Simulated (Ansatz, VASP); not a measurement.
## NaH in VASP and in Ansatz

Contents of POSCAR:

```
NaH
1.0
    2.9551240000      0.0000000000      0.0000000000
    0.0000000000      2.9551240000      0.0000000000
    0.0000000000      0.0000000000      2.9551240000
Na H
1 1
Direct
    0.0000000000      0.0000000000      0.0000000000
    0.5000000000      0.5000000000      0.5000000000
```

INCAR.step1

```
PREC = Accurate
ENCUT = 550
ISMEAR = 0
SIGMA = 0.01
LREAL = False
LASPH = True
NELM = 120
NBANDS = 11
GGA = PE
ALGO = Normal
EDIFF = 1E-5
LWAVE = True
LCHARG = False
GGA_COMPAT = False
```

The input INCAR.step2:

```
PREC = Accurate
ENCUT = 550
EDIFF = 1E-6
ISMEAR = 0
SIGMA = 0.01
LREAL = False
LASPH = True
NELM = 120
ALGO = Normal
ISIF = 2
LWAVE = False
LCHARG = True
METAGGA = R2SCAN
LMIXTAU = True
LELF = True
LVHAR = True
NBANDS = 11
ISTART = 1
GGA_COMPAT = False
```

The input KPOINTS:

```
regular mesh
0
Gamma
  2 2 2
```

Input for Ansatz:

```yaml
crystal:
  lattice:
    - [2.955124, 0.0, 0.0]
    - [0.0, 2.955124, 0.0]
    - [0.0, 0.0, 2.955124]
  atoms:
    - { symbol: Na, position: [0.0, 0.0, 0.0] }
    - { symbol: H, position: [0.5, 0.5, 0.5] }
accuracy: high
kpoints:
  mp_grid:
    grid: [2, 2, 2]
hamiltonian:
  xc: r2scan
scf:
  n_extra_bands: 16
  occupations:
    method: fixed
  eigensolver:
    kind: auto
output:
  eigenvalues: true
```

Alike in both runs: task single point; functional r2SCAN; k mesh 2 × 2 × 2; no spin polarisation.

|  | VASP | Ansatz |
| --- | --- | --- |
| version | VASP 6.6.1 | Ansatz 0.2.0 |
| potentials or method | VASP PAW PBE potentials, release 64 (Na_pv, H) | plane waves, PAW |
| plane-wave cutoff (eV) | 550 | 500 |
| occupations | gaussian, width 0.01 eV | fixed |
| valence electrons in the cell | 8 | 10 |

```csv
,VASP,Ansatz,Ansatz less VASP
gap on the k mesh at the Fermi level (eV),1.28,1.26,-0.028
```

VASP's potentials were made for PBE, not for r2SCAN. VASP's potentials hold 8 valence electrons a cell and Ansatz's 10, so a difference there can come from the potentials and not from the codes.

The k mesh is coarse, so the values compare programs but aren't converged.
